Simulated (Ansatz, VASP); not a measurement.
Mg3CdSe4 in VASP and in Ansatz

```
Mg Cd Se
1.0
     3.94046    0.00000    0.00000
     0.00000    3.94046    0.00000
     0.00000    0.00000   11.16933
Mg Cd Se
3 1 4
Cartesian
  1.9702 1.9702 2.8298
  0.0000 0.0000 5.5847
  1.9702 1.9702 8.3395
  0.0000 0.0000 0.0000
  0.0000 0.0000 2.8556
  1.9702 1.9702 5.5847
  0.0000 0.0000 8.3137
  1.9702 1.9702 0.0000
```

Alike in both runs: functional PBE; k mesh 10 × 10 × 4; occupations gaussian, width 0.02 eV; no spin polarisation.

Ansatz relaxed the structure, and its values are those at the end. VASP's run is a single point on that final structure, the one shown.

```csv
,VASP,Ansatz
version,VASP 6.6.1,Ansatz 0.2.0
potentials or method,"VASP PAW PBE potentials, release 64 (Mg, Cd, Se), cutoff 520 eV","scalar-relativistic, plane waves, PAW"
valence electrons in the cell,42,114
```

Ansatz gave:

```
gap on the k mesh at the Fermi level (eV) : 0.39
least direct gap on the mesh (eV)         : 0.98
pressure (GPa)                            : 0.0
rms of the force components (eV/Å)        : 0.002
```

Question: Estimate VASP's values.

Answer: gap on the k mesh at the Fermi level (eV): 0.38; least direct gap on the mesh (eV): 0.96; pressure (GPa): 0.0; rms of the force components (eV/Å): 0.004.

The functional is the same, so the differences come from potentials, cutoffs and numerics. VASP's potentials hold 42 valence electrons a cell and Ansatz's 114, so a difference there can come from the potentials and not from the codes.
